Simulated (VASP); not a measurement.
# Ge (Fd-3m) in VASP: single point with PBE+D3(BJ)

Aim: the single point of Ge with PBE+D3(BJ).

Program: VASP 6.6.1. These are calculated values, not measurements. Logs are shortened: lines on timing, memory, paths and dates and some standing lists are left out, and cuts for length are marked.

## (1) The cell of the first run

The structure is cubic, space group Fd-3m (No. 227). Conventional cell: a = 5.675 Å, b = 5.675 Å, c = 5.675 Å, α = 90.00°, β = 90.00°, γ = 90.00°. Ge (site symmetry -43m) has 4 Ge at 2.46 Å within 3.2 Å.

## (2) Single point, PBE+D3(BJ)

INCAR reads:

```
PREC = Accurate ; ENCUT = 500
EDIFF = 1E-6 ; ISMEAR = 0
SIGMA = 0.1 ; LREAL = F
LASPH = T ; NELM = 120
ALGO = Normal ; ISIF = 2
LWAVE = F ; LCHARG = F
GGA = PE ; IVDW = 12
NBANDS = 21 ; GGA_COMPAT = F
```

KPOINTS reads:

```
Automatic mesh
0
Gamma
  6 6 6
```

POSCAR reads:

```
Ge
1.0
    0.0000000000      2.8374271074      2.8374271074
    2.8374271074      0.0000000000      2.8374271074
    2.8374271074      2.8374271074      0.0000000000
Ge
2
Direct
    0.5000000000      0.5000000000      0.5000000000
    0.7500000000      0.7500000000      0.7500000000
```

Potentials or basis: VASP PAW PBE potentials, release 64 (Ge_d).

Run with:

```
> cat potpaw_PBE.64/Ge_d/POTCAR > POTCAR
> mpirun -np 1 vasp_std > vasp.out
```

OUTCAR:

```text
PREC = Accurate
   ENCUT = 500
   EDIFF = 1E-6
   ISMEAR = 0
   LREAL = F
   LASPH = T
   NELM = 120
   ISIF = 2
   GGA = PE
   IVDW = 12
 IVDW          = 12

 ion  position               nearest neighbor table
   1  0.500  0.500  0.500-   2 2.46   2 2.46   2 2.46   2 2.46
   2  0.750  0.750  0.750-   1 2.46   1 2.46   1 2.46   1 2.46

  LATTYP: Found a face centered cubic cell.
 ALAT       =     5.6748542148

  Lattice vectors:

 A1 = (   0.0000000000,   2.8374271074,   2.8374271074)
 A2 = (   2.8374271074,   0.0000000000,   2.8374271074)
 A3 = (   2.8374271074,   2.8374271074,   0.0000000000)

Analysis of symmetry for initial positions (statically):
=====================================================================
 Subroutine PRICEL returns:
 Original cell was already a primitive cell.

 Routine SETGRP: Setting up the symmetry group for a
 face centered cubic supercell.

 Subroutine GETGRP returns: Found 48 space group operations
 (whereof 24 operations were pure point group operations)
 out of a pool of 48 trial point group operations.

The static configuration has the point symmetry T_d .
 The point group associated with its full space group is O_h .

Analysis of symmetry for dynamics (positions and initial velocities):
=====================================================================
 Subroutine PRICEL returns:
 Original cell was already a primitive cell.

 Routine SETGRP: Setting up the symmetry group for a
 face centered cubic supercell.

 Subroutine GETGRP returns: Found 48 space group operations
 (whereof 24 operations were pure point group operations)
 out of a pool of 48 trial point group operations.

The dynamic configuration has the point symmetry T_d .
 The point group associated with its full space group is O_h .

 Subroutine INISYM returns: Found 48 space group operations
 (whereof 24 operations are pure point group operations),
 and found     1 'primitive' translations

----------------------------------------------------------------------------------------

                                     Primitive cell

  volume of cell :      45.6882

  direct lattice vectors                    reciprocal lattice vectors
     0.000000000  2.837427107  2.837427107    -0.176215981  0.176215981  0.176215981
     2.837427107  0.000000000  2.837427107     0.176215981 -0.176215981  0.176215981
     2.837427107  2.837427107  0.000000000     0.176215981  0.176215981 -0.176215981

  length of vectors
     4.012727898  4.012727898  4.012727898     0.305215031  0.305215031  0.305215031

  position of ions in fractional coordinates (direct lattice)
     0.500000000  0.500000000  0.500000000
     0.750000000  0.750000000  0.750000000

  ion indices of the primitive-cell ions
   primitive index   ion index
                 1           1
                 2           2

----------------------------------------------------------------------------------------

 KPOINTS: Automatic mesh

Automatic generation of k-mesh.
 Grid dimensions read from file:
 generate k-points for:    6    6    6

 Generating k-lattice:

  Cartesian coordinates                     Fractional coordinates (reciprocal lattice)
    -0.029369330  0.029369330  0.029369330     0.166666667  0.000000000  0.000000000
     0.029369330 -0.029369330  0.029369330     0.000000000  0.166666667  0.000000000
     0.029369330  0.029369330 -0.029369330     0.000000000  0.000000000  0.166666667

  Length of vectors
     0.050869172  0.050869172  0.050869172

  Shift w.r.t. Gamma in fractional coordinates (k-lattice)
     0.000000000  0.000000000  0.000000000

 Subroutine IBZKPT returns following result:
 ===========================================

 Found     16 irreducible k-points:

 Following reciprocal coordinates:
            Coordinates               Weight
  0.000000  0.000000  0.000000      1.000000
  0.166667  0.000000  0.000000      8.000000
  0.333333  0.000000  0.000000      8.000000
  0.500000  0.000000  0.000000      4.000000
  0.166667  0.166667  0.000000      6.000000
  0.333333  0.166667  0.000000     24.000000
[... 8 lines left out ...]
 -0.333333  0.333333  0.166667     24.000000
 -0.333333  0.500000  0.166667     12.000000
   k-points           NKPTS =     16   k-points in BZ     NKDIM =     16   number of bands    NBANDS=     21
   number of dos      NEDOS =    301   number of ions     NIONS =      2
   total plane-waves  NPLWV =  27000
   dimension x,y,z NGX =    30 NGY =   30 NGZ =   30
   dimension x,y,z NGXF=    60 NGYF=   60 NGZF=   60
   ions per type =               2
   NGX,Y,Z   is equivalent  to a cutoff of  12.43, 12.43, 12.43 a.u.
   NGXF,Y,Z  is equivalent  to a cutoff of  24.86, 24.86, 24.86 a.u.
 SYSTEM =  unknown system
   PREC   = accura    normal or accurate (medium, high low for compatibility)
   ISTART =      0    job   : 0-new  1-cont  2-samecut
   ICHARG =      2    charge: 1-file 2-atom 10-const
   ISPIN  =      1    spin polarized calculation?
   LNONCOLLINEAR =      F non collinear calculations
   LSORBIT =      F    spin-orbit coupling
   LASPH  =      T    aspherical Exc in radial PAW
   ENCUT  =  500.0 eV  36.75 Ry    6.06 a.u.   7.32  7.32  7.32*2*pi/ulx,y,z
   NELM   =    120;   NELMIN=  2; NELMDL= -5     # of ELM steps
   EDIFF  = 0.1E-05   stopping-criterion for ELM
   LREAL  =      F    real-space projection
   EDIFFG = 0.1E-04   stopping-criterion for IOM
   NSW    =      0    number of steps for IOM
   IBRION =     -1    ionic relax: 0-MD 1-quasi-New 2-CG
   NFREE  =      0    steps in history (QN), initial steepest desc. (CG)
   ISIF   =      2    stress and relaxation
   ISYM   =      2    0-nonsym 1-usesym 2-fastsym
   POTIM  = 0.5000    time-step for ionic-motion
   TEBEG  =    0.0;   TEEND  =   0.0 temperature during run
   PSTRESS=    0.0 pullay stress
   NELECT =      28.0000    total number of electrons
   NUPDOWN=      -1.0000    fix difference up-down
   EMIN   =  10.00;   EMAX   =-10.00  energy-range for DOS
   EFERMI =   0.00;   METHOD = LEGACY
   ISMEAR =     0;   SIGMA  =   0.10  broadening in eV -4-tet -1-fermi 0-gaus
   EFERMI_NEDOS =   21; number of points for ismear=-14 and -15
   IALGO  =     38    algorithm
   IMIX   =      4    mixing-type and parameters
     AMIX     =   0.40;   BMIX     =  1.00
     AMIX_MAG =   1.60;   BMIX_MAG =  1.00
  volume/ion in A,a.u.               =      22.84       154.16
  Fermi-wavevector in a.u.,A,eV,Ry     =   1.390570  2.627796 26.309373  1.933684
  Thomas-Fermi vector in A             =   2.514492
   LORBIT       =      0    0 simple, 1 ext, 2 COOP (PROOUT), +10 PAW based schemes
   GGA     = PE    functional components
   LHFCALC =     F    Hartree Fock is set to
   AEXX    =    0.0000 exact exchange contribution
   IVDW    =    12    specifies the selected vdW correction
   LEPSILON=     F    determine dielectric tensor
   LRPA    =     F    only Hartree local field effects (RPA)
 non-spin polarized calculation
 Gauss-broadening in eV      SIGMA  =   0.10
  energy-cutoff  :      500.00
  volume of cell :       45.69
 maximum number of plane-waves:      1211
 NGX is ok and might be reduce to    30
   NGX = 15   NGY = 15   NGZ = 15

 number of electron      28.0000014 magnetization

 Free energy of the ion-electron system (eV)
  ---------------------------------------------------
  ext. energy  EPLUGINS =         0.00000000
  ---------------------------------------------------
  free energy    TOTEN  =        -8.97357444 eV

  energy without entropy =       -8.97250152  energy(sigma->0) =       -8.97303798

 E-fermi :   4.9443     XC(G=0):  -9.8745

 val. band max:        4.9143970607   @ k =   0.0000   0.0000   0.0000
 cond. band min:       5.0708085706   @ k =   0.5000   0.0000   0.0000
 fundamental gap:      0.1564115100
 Fermi energy:         4.9443476680

 k-point     1 :       0.0000    0.0000    0.0000
  band No.  band energies     occupation
      1     -19.8845      2.00000
      2     -19.8845      2.00000
      3     -19.8845      2.00000
      4     -19.8491      2.00000
      5     -19.8491      2.00000
      6     -19.6433      2.00000
[... 13 lines left out ...]
     20      14.3678      0.00000
     21      14.3678      0.00000

 k-point     2 :       0.1667    0.0000    0.0000
  band No.  band energies     occupation
      1     -19.8960      2.00000
      2     -19.8960      2.00000
      3     -19.8802      2.00000
      4     -19.8321      2.00000
      5     -19.8321      2.00000
      6     -19.6600      2.00000
[... 13 lines left out ...]
     20      13.2509      0.00000
     21      13.2509      0.00000

 k-point     3 :       0.3333    0.0000    0.0000
  band No.  band energies     occupation
      1     -19.9060      2.00000
      2     -19.9060      2.00000
      3     -19.8716      2.00000
      4     -19.8135      2.00000
      5     -19.8135      2.00000
      6     -19.6740      2.00000
[... 13 lines left out ...]
     20      13.8646      0.00000
     21      13.8646      0.00000

 k-point     4 :       0.5000    0.0000    0.0000
  band No.  band energies     occupation
      1     -19.9083      2.00000
      2     -19.9083      2.00000
      3     -19.8672      2.00000
      4     -19.8082      2.00000
      5     -19.8082      2.00000
      6     -19.6772      2.00000
[... 13 lines left out ...]
     20      15.8961      0.00000
     21      16.0883      0.00000

 k-point     5 :       0.1667    0.1667    0.0000
  band No.  band energies     occupation
      1     -19.8937      2.00000
      2     -19.8937      2.00000
      3     -19.8931      2.00000
      4     -19.8338      2.00000
      5     -19.8125      2.00000
      6     -19.6929      2.00000
[... 13 lines left out ...]
     20      13.2882      0.00000
     21      14.8378      0.00000
[... 190 lines left out ...]
     20      16.4359      0.00000
     21      17.7052      0.00000

 k-point    14 :       0.5000    0.3333    0.1667
  band No.  band energies     occupation
      1     -19.9228      2.00000
      2     -19.9199      2.00000
      3     -19.8462      2.00000
      4     -19.7936      2.00000
      5     -19.7601      2.00000
      6     -19.7442      2.00000
[... 13 lines left out ...]
     20      14.8144      0.00000
     21      17.2539      0.00000

 k-point    15 :      -0.3333    0.3333    0.1667
  band No.  band energies     occupation
      1     -19.9327      2.00000
      2     -19.9226      2.00000
      3     -19.8247      2.00000
      4     -19.7759      2.00000
      5     -19.7540      2.00000
      6     -19.7460      2.00000
[... 13 lines left out ...]
     20      16.6550      0.00000
     21      16.7670      0.00000

 k-point    16 :      -0.3333    0.5000    0.1667
  band No.  band energies     occupation
      1     -19.9282      2.00000
      2     -19.9282      2.00000
      3     -19.8049      2.00000
      4     -19.8049      2.00000
      5     -19.7407      2.00000
      6     -19.7407      2.00000
[... 13 lines left out ...]
     20      15.8884      0.00000
     21      17.7964      0.00000

------------------------ aborting loop because EDIFF is reached ----------------------------------------

 Edisp (eV)   -0.58874

 E8    (eV) :    -0.2639

  FORCE on cell =-STRESS in cart. coord.  units (eV):
  Direction    XX          YY          ZZ          XY          YZ          ZX
  --------------------------------------------------------------------------------------
  -------------------------------------------------------------------------------------
  Total       0.23256     0.23256     0.23256     0.00000    -0.00000    -0.00000
  in kB       8.15542     8.15542     8.15542     0.00000    -0.00000    -0.00000
  external pressure =        8.16 kB  Pullay stress =        0.00 kB

 VOLUME and BASIS-vectors are now :
 -----------------------------------------------------------------------------
  energy-cutoff  :      500.00
  volume of cell :       45.69
      direct lattice vectors                 reciprocal lattice vectors
     0.000000000  2.837427107  2.837427107    -0.176215981  0.176215981  0.176215981
     2.837427107  0.000000000  2.837427107     0.176215981 -0.176215981  0.176215981
     2.837427107  2.837427107  0.000000000     0.176215981  0.176215981 -0.176215981

 POSITION                                       TOTAL-FORCE (eV/Angst)
 -----------------------------------------------------------------------------------
      2.83743      2.83743      2.83743        -0.000000     -0.000000      0.000000
      4.25614      4.25614      4.25614         0.000000      0.000000      0.000000
 -----------------------------------------------------------------------------------
    total drift:                                0.000000     -0.000000     -0.000000

  FREE ENERGIE OF THE ION-ELECTRON SYSTEM (eV)
  ---------------------------------------------------
  free  energy   TOTEN  =        -9.5623184171 eV

  energy  without entropy=       -9.5612454980  energy(sigma->0) =       -9.56178196
```

Run time: 31 s. Hardware: 1 thread of Intel Xeon 8259CL, shared host; peak memory 0.16 GiB.

Results:

```yaml
Free_energy: -9.5623 eV
Pressure: 0.8 GPa
Band_gap_on_the_k_mesh: zero (filled and empty bands touch)
Dispersion_energy_per_atom: -0.294 eV
```

Caveat: semilocal functionals underestimate gaps, and a narrow one can read as zero.

The gap in the log of VASP goes by the Fermi energy; the results here count the filled bands.